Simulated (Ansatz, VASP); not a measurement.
## AlN in VASP and in Ansatz

```
Al N
1.0
     3.14747    0.00000    0.00000
    -1.57373    2.72579    0.00000
     0.00000    0.00000    5.04365
Al N
2 2
Direct
  0.33333 0.66667 0.99932
  0.66667 0.33333 0.49932
  0.33333 0.66667 0.38068
  0.66667 0.33333 0.88068
```

Alike in both runs: functional r2SCAN; k mesh 12 × 12 × 6; occupations fermi-dirac, width 0.02 eV; no spin polarisation.

Ansatz relaxed the structure, and its values are those at the end. VASP's run is a single point on that final structure, the one shown.

|  | VASP | Ansatz |
| --- | --- | --- |
| version | VASP 6.6.1 | Ansatz 0.2.0 |
| potentials or method | VASP PAW PBE potentials, release 64 (Al, N), cutoff 660 eV | PAW plane waves |
| valence electrons in the cell | 16 | 16 |

```csv
,VASP,Ansatz,Ansatz less VASP
gap on the k mesh at the Fermi level (eV),4.56,4.52,-0.045
pressure (GPa),-8.0,-7.7,+0.34
```

VASP's potentials were made for PBE, not for r2SCAN. With one functional, cell and mesh, what is left measures potentials, basis and numerics. Ansatz's warnings: stress scf threshold loose.
